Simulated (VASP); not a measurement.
Input of a VASP 6.6.1 run:

INCAR

```
PREC = Accurate
ENCUT = 520
EDIFF = 1E-7
ISMEAR = 1
SIGMA = 0.1
LREAL = False
LASPH = True
NELM = 100
ALGO = Normal
ISIF = 2
LWAVE = False
LCHARG = False
GGA = CA
NBANDS = 10
```

Contents of KPOINTS:

```
Automatic mesh
0
Gamma
  9 9 9
```

POSCAR

```
Ir
1.0
    0.0000000000      1.9045388293      1.9045388293
    1.9045388293      0.0000000000      1.9045388293
    1.9045388293      1.9045388293      0.0000000000
Ir
1
Direct
    0.0000000000      0.0000000000      0.0000000000
```

Potentials or basis: VASP PAW LDA potentials, release 64 (Ir).

Command:

```sh
$ cat potpaw_LDA.64/Ir/POTCAR > POTCAR
$ mpirun -np 1 vasp_std > vasp.out
```

Q: Predict the pressure.

A: 2.7 GPa.
